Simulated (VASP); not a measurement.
The system is CsI.

```xyz
2
Lattice="4.6081 0.0000 0.0000 0.0000 4.6081 0.0000 0.0000 0.0000 4.6081" Properties=species:S:1:pos:R:3 pbc="T T T"
Cs    0.0000    0.0000    0.0000
I     2.3040    2.3040    2.3040
```

Base run:

| Property | Result |
| --- | --- |
| Program | VASP 6.6.1 |
| Functional | PBE |
| Potentials or basis | VASP PAW PBE potentials, release 64 (Cs_sv, I) |
| Cutoff | 500 eV |
| k mesh | 4 × 4 × 4 |
| Occupations | gaussian, width 0.01 eV |
| Spin | no spin polarisation |

Its results: band gap on the k mesh 3.79 eV (least direct gap 3.88 eV); pressure 0.5 GPa.

**Question.** After a change of settings the same cell gave: band gap on the k mesh 4.50 eV (least direct gap 4.59 eV); pressure 0.1 GPa. Which change was it?
A. functional from PBE to HSE06; cutoff from 500 eV to 400 eV
B. functional from PBE to r2SCAN; cutoff from 500 eV to 550 eV
C. functional from PBE to LDA; potentials or basis from VASP PAW PBE potentials, release 64 (Cs_sv, I) to VASP PAW LDA potentials, release 64 (Cs_sv, I)

**Answer.** B.

Caveats: spin-orbit coupling is left out, which moves the levels of the heavy elements; the PAW data sets were made with another functional, which shifts forces and pressure a little (at least some runs).
